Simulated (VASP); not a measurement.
Write the native input for VASP 6.6.1 that does the following.

| Property | Result |
| --- | --- |
| Task | single point |
| Functional | PBE |
| Potentials or basis | VASP PAW PBE potentials, release 64 (H, Os) |
| Cutoff | 520 eV |
| k mesh | 6 × 6 × 6 |
| Occupations | gaussian, width 0.1 eV |
| Spin | collinear spin |
| Starting moments | [0.0, 0.0, 1.0] μB |
| Dipole correction | no |
| Further INCAR settings | ALGO = Normal; EDIFF = 1e-07; NBANDS = 16 |

The structure of H2Os lies in POSCAR:

```
H2Os
1.0
    1.8099708155     -2.4378256614      0.0000000000
    1.8099708155      2.4378256614      0.0000000000
    0.0000000000      0.0000000000      2.5981579021
H Os
2 1
Direct
    0.8620182028      0.1379817972      0.5000000000
    0.1379817972      0.8620182028      0.5000000000
    0.5000000000      0.5000000000      0.5000000000
```

The cell was generated, and may not be a known phase.

The input as run:

INCAR

```
SYSTEM = H2Os
PREC     = Accurate       ! precision mode
ENCUT    = 520            ! plane-wave cutoff, eV
EDIFF    = 1E-7           ! SCF threshold, eV
ISMEAR   = 0              ! smearing method
SIGMA    = 0.1            ! smearing width, eV
LREAL    = .False.        ! projectors in reciprocal space
LASPH    = .True.         ! aspherical terms in the spheres
NELM     = 150            ! most SCF steps
ALGO     = Normal         ! electronic algorithm
ISIF     = 2              ! what is computed and relaxed
LWAVE    = .False.        ! write WAVECAR
LCHARG   = .False.        ! write CHGCAR
ISPIN    = 2              ! spin polarisation
MAGMOM   = 0 0 1          ! initial moments
LORBIT   = 11             ! projections on sites
LMAXMIX  = 4              ! l up to which the mixer works
GGA      = PE             ! functional
NBANDS   = 16             ! bands
```

KPOINTS

```
regular mesh
0
Gamma
  6 6 6
  0 0 0
```

Potentials or basis: VASP PAW PBE potentials, release 64 (H, Os).

Run with:

```console
$ cat potpaw_PBE.64/H/POTCAR potpaw_PBE.64/Os/POTCAR > POTCAR
$ mpirun -np 1 vasp_std > vasp.out
```

Results of the run:

- Pressure: 0.5 GPa
- Largest force: 0.020 eV/Å
- Band gap on the k mesh: zero (filled and empty bands overlap)
- Net moment: 0.00 μB per cell
- Valence electrons inside the program's atomic spheres: H 0.56; Os 7.30

Caveat: the k points lie up to 0.40 Å⁻¹ apart, too coarse for converged energies and pressures of a metal; spin-orbit coupling is left out, which moves the levels of the heavy elements.

It took 48 s on 1 thread of Intel Xeon 8259CL (shared host), peak memory 0.16 GiB.
